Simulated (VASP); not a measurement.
Here is a VASP 6.6.1 calculation.

Contents of INCAR:

```
PREC = Accurate
ENCUT = 520
EDIFF = 1E-6
ISMEAR = 0
SIGMA = 0.05
LREAL = False
LASPH = True
NELM = 60
ALGO = Normal
ISIF = 2
LWAVE = False
LCHARG = False
GGA = RE
IVDW = 12
NBANDS = 11
```

File KPOINTS:

```
Automatic mesh
0
Gamma
  10 10 10
```

POSCAR

```
SiC
1.0
    0.0000000000      2.1952419186      2.1952419186
    2.1952419186      0.0000000000      2.1952419186
    2.1952419186      2.1952419186      0.0000000000
Si C
1 1
Direct
    0.0000000000      0.0000000000      0.0000000000
    0.7500000000      0.7500000000      0.7500000000
```

Potentials or basis: VASP PAW PBE potentials, release 64 (Si, C).

Launch:

```bash
$ cat potpaw_PBE.64/Si/POTCAR potpaw_PBE.64/C/POTCAR > POTCAR
$ mpirun -np 1 vasp_std > vasp.out
```

Estimate the dispersion energy per atom.

-0.586 eV.

Predict the band gap on the k mesh.

1.38 eV, indirect (least direct gap 4.52 eV).

Predict the pressure.

-8.5 GPa.

Caveat: the PAW data sets were made with another functional, which shifts forces and pressure a little. A k mesh can miss the band edges.
